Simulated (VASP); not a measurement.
Set up this calculation in VASP 6.6.1, as the native input.

```
Task                   : single point
Functional             : PBE
Potentials or basis    : VASP PAW PBE potentials, release 64 (As, Ga_d, Ag)
Cutoff                 : 520 eV
k mesh                 : 7 × 7 × 1
Occupations            : gaussian, width 0.05 eV
Spin                   : collinear spin
Starting moments       : [0.0, 0.0, 0.0, 0.0, 1.0] μB
Dipole correction      : yes
Further INCAR settings : ALGO = Normal; EDIFF = 1e-06; NBANDS = 36
```

The structure of Ga2AgAs2 lies in POSCAR:

```
Ga2AgAs2
1.0
    4.0629609260      0.0000000000      0.0000000000
    0.0000000000      4.0629609260      0.0000000000
    0.0000000000      0.0000000000     19.8904986549
As Ga Ag
2 2 1
Direct
    0.0000000000      0.5000000000      0.2011010417
    0.5000000000      0.0000000000      0.3511019678
    0.5000000000      0.5000000000      0.2733201266
    0.0000000000      0.0000000000      0.4207422845
    0.0000000000      0.5000000000      0.5012436711
```

These files were run (other wordings do the same):

INCAR

```
PREC     = Accurate       # precision mode
ENCUT    = 520            # plane-wave cutoff, eV
EDIFF    = 1E-6           # SCF threshold, eV
ISMEAR   = 0              # smearing method
SIGMA    = 0.05           # smearing width, eV
LREAL    = False          # projectors in reciprocal space
LASPH    = True           # aspherical terms in the spheres
NELM     = 150            # most SCF steps
ALGO     = Normal         # electronic algorithm
ISIF     = 2              # what is computed and relaxed
LWAVE    = False          # write WAVECAR
LCHARG   = True           # write CHGCAR
ISPIN    = 2              # spin polarisation
MAGMOM   = 0 0 0 0 1      # initial moments
LORBIT   = 11             # projections on sites
LMAXMIX  = 4              # l up to which the mixer works
LDIPOL   = True         
IDIPOL   = 3            
DIPOL    = 0.5 0.5 0.350
GGA      = PE             # functional
LELF     = True           # ELF
LVHAR    = True         
LVACPOTAV= True         
NBANDS   = 36             # bands
```

KPOINTS

```
Automatic mesh
0
Gamma
  7 7 1
```

Potentials or basis: VASP PAW PBE potentials, release 64 (As, Ga_d, Ag).

Launch:

```bash
$ cat potpaw_PBE.64/As/POTCAR potpaw_PBE.64/Ga_d/POTCAR potpaw_PBE.64/Ag/POTCAR > POTCAR
$ mpirun -np 1 vasp_std > vasp.out
```

It gave:

| Property | Result |
| --- | --- |
| Largest force | 0.229 eV/Å |
| Net moment | 0.36 μB per cell |
| Site moments | As +0.10, +0.02; Ga -0.00, +0.03; Ag +0.02 μB |
| Valence electrons inside the program's atomic spheres | As 2.65, 2.78; Ga 11.60, 11.58; Ag 9.80 |

Caveat: a moment this small can come from the mesh or the smearing.

Run time: 15 min on 1 thread of Intel(R) Xeon(R) Platinum 8259CL CPU @ 2.50GHz (Skylake/Cascade Lake), on a shared host, peak memory 0.63 GiB.
